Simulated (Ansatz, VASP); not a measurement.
**Two plane-wave programs on HgTe**

```
Hg Te
1.0
     3.03190   -3.51255    0.00000
     3.03190    3.51255    0.00000
     0.00000    0.00000    5.87446
Hg Te
2 2
Direct
  0.65695 0.34305 0.25000
  0.34305 0.65695 0.75000
  0.21519 0.78481 0.25000
  0.78481 0.21519 0.75000
```

Alike in both runs: task single point; functional PBEsol; k mesh 6 × 6 × 5; occupations fermi-dirac, width 0.05 eV; no spin polarisation.

|  | VASP | Ansatz |
| --- | --- | --- |
| version | VASP 6.6.1 | Ansatz 0.2.0 |
| potentials or method | VASP PAW PBE potentials, release 64 (Hg, Te) | Ansatz PAW |
| plane-wave cutoff (eV) | 520 | 420 |
| valence electrons in the cell | 36 | 72 |

Ansatz gave:

| Item | Value |
| --- | --- |
| gap on the k mesh at the Fermi level (eV) | none |
| pressure (GPa) | -4.7 |
| traceless stress, the component that is largest in VASP (GPa) | 0.78 |
| rms of the force components (eV/Å) | 0.121 |

Task: What did VASP give for the same quantities?

Result: gap on the k mesh at the Fermi level (eV): none; pressure (GPa): -4.6; traceless stress, the component that is largest in VASP (GPa): 0.76; rms of the force components (eV/Å): 0.116.

VASP's potentials were made for PBE, not for PBEsol. Atom by atom the forces differ by 0.005 eV/Å (rms over components). A gap of «none» marks a metal or a gap that the smearing closes. VASP's potentials hold 36 valence electrons a cell and Ansatz's 72, so a difference there can come from the potentials and not from the codes.

Spin-orbit coupling is off throughout.
